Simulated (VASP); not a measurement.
Wanted: the native input for a VASP 6.6.1 run.

| Quantity | Value |
| --- | --- |
| Task | single point |
| Functional | PBE |
| Potentials or basis | VASP PAW PBE potentials, release 64 (Zr_sv, S) |
| Cutoff | 400 eV |
| k mesh | 2 × 2 × 2, shifted |
| Occupations | gaussian, width 0.01 eV |
| Spin | no spin polarisation |
| Dipole correction | no |
| Further INCAR settings | ALGO = Normal; EDIFF = 1e-06; NBANDS = 134 |

The structure of Zr5S9 (a cell with a defect) lies in POSCAR:

```
Zr5S9
1.0
    5.5278124674      3.1914840161      6.7579086874
   -5.5278124674      3.1914840161      6.7579086874
    0.0000000000     -6.3829680322      6.7579086874
Zr S
10 18
Direct
    0.9932692639      0.3400771558      0.6671551161
    0.9929393504      0.6678911289      0.3394758543
    0.3376501651     -0.0042704487      0.6670152707
    0.0032907191      0.0057534404      0.0048285484
    0.3272563458      0.3296818685      0.3291628707
    0.6654742279      0.6678169902      0.6669725683
    0.3381790970      0.6682479343     -0.0054000040
    0.6653834027     -0.0045590600      0.3395094403
    0.6657798407      0.3405090034     -0.0052072638
    0.1660008654      0.1684461194      0.1673314296
    0.4810150120      0.4833893874      0.8173834159
    0.4809497896      0.8180416356      0.4823993664
    0.8195561353      0.1517713514      0.8213245587
    0.4714422498      0.1439364711      0.1429203798
    0.8156692648      0.4833020814      0.4823920081
    0.1493209416      0.8219562157      0.8212968426
    0.8196117512      0.8219716994      0.1507837646
    0.1412698228      0.1435668732      0.4725952289
    0.1415002067      0.4738124872      0.1429499789
    0.1815432874      0.5136128720      0.5128177859
    0.1894348306      0.8620266182      0.1909729270
    0.5112554831      0.1840262075      0.5128214407
    0.1895862417      0.1918825154      0.8612886030
    0.5112417272      0.5136484126      0.1834494721
    0.8500039838      0.8524193244      0.5169816232
    0.5155026432      0.8526111480      0.8514895336
    0.8596958478      0.1918836265      0.1910686419
    0.8502178194      0.5178582736      0.8515953009
```

This cell differs from its parent crystal: with an interstitial atom, then relaxed in part.

These files were run (other wordings do the same):

INCAR

```
SYSTEM = Zr5S9
ALGO = Normal
EDIFF = 1E-6
ENCUT = 400
GGA = PE
GGA_COMPAT = .FALSE.
ISIF = 2
ISMEAR = 0
LASPH = .TRUE.
LCHARG = .FALSE.
LREAL = .FALSE.
LWAVE = .FALSE.
NBANDS = 134
NELM = 120
PREC = Accurate
SIGMA = 0.01
```

KPOINTS

```
Automatic mesh
0
Gamma
  2 2 2
  0.5 0.5 0.5
```

Potentials or basis: VASP PAW PBE potentials, release 64 (Zr_sv, S).

Run with:

```bash
$ cat potpaw_PBE.64/Zr_sv/POTCAR potpaw_PBE.64/S/POTCAR > POTCAR
$ mpirun -np 1 vasp_std > vasp.out
```

Results of the run:

```yaml
Pressure: -2.4 GPa
Largest_force: 0.024 eV/Å
Band_gap_on_the_k_mesh: zero (bands 114 and 115 overlap by 0.12 eV)
```

Caveat: the k points lie up to 0.36 Å⁻¹ apart; the cell differs from its parent crystal (with an interstitial atom, then relaxed in part).

Wall time 6.2 min on 1 thread of Intel(R) Xeon(R) 6975P-C (Granite Rapids), with other jobs on the host, peak memory 0.67 GiB.
